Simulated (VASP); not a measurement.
A run of VASP 6.6.1:

Contents of POSCAR:

```
AlGa5P6
1.0
    3.8945814369      0.0000000000      0.0000000000
    0.0000000000      3.8945814369      0.0000000000
    0.0000000000      0.0000000000     16.5109217567
Al Ga P
1 5 6
Direct
    0.5000000000      0.5000000000      0.5000000000
    0.0000000000      0.0000000000      0.0000000000
    0.5000000000      0.5000000000      0.1666598796
    0.0000000000      0.0000000000      0.3333130618
    0.0000000000      0.0000000000      0.6666869382
    0.5000000000      0.5000000000      0.8333401204
    0.5000000000      0.0000000000      0.2499614398
    0.0000000000      0.5000000000      0.4170351668
    0.5000000000      0.0000000000      0.5829648332
    0.0000000000      0.5000000000      0.7500385602
    0.5000000000      0.0000000000      0.9166687453
    0.0000000000      0.5000000000      0.0833312547
```

INCAR.step1

```
PREC = Accurate
ENCUT = 520
ISMEAR = 0
SIGMA = 0.02
LREAL = F
LASPH = T
NELM = 100
NBANDS = 61
GGA = PE
ALGO = Normal
EDIFF = 1E-4
LWAVE = T
LCHARG = F
```

The input INCAR.step2:

```
PREC = Accurate
ENCUT = 520
EDIFF = 1E-7
ISMEAR = 0
SIGMA = 0.02
LREAL = F
LASPH = T
NELM = 100
ALGO = Normal
ISIF = 2
LWAVE = F
LCHARG = F
METAGGA = R2SCAN
LMIXTAU = T
NBANDS = 61
ISTART = 1
```

Contents of KPOINTS:

```
Automatic mesh
0
Gamma
  8 8 2
```

Potentials or basis: VASP PAW PBE potentials, release 64 (Al, Ga_d, P).

The run is started by

```bash
$ cat potpaw_PBE.64/Al/POTCAR potpaw_PBE.64/Ga_d/POTCAR potpaw_PBE.64/P/POTCAR > POTCAR
$ cp INCAR.step1 INCAR
$ mpirun -np 1 vasp_std > vasp.out
$ cp INCAR.step2 INCAR
$ mpirun -np 1 vasp_std > vasp.out
```

Hardware: 1 thread of Oxide Virtual Turin-like Processor (shared host).

Q: Estimate the wall time of this run.

A: Wall time 42 min on 1 thread of Oxide Virtual Turin-like Processor, on a shared host, peak memory 0.56 GiB. Counts: k points 30.
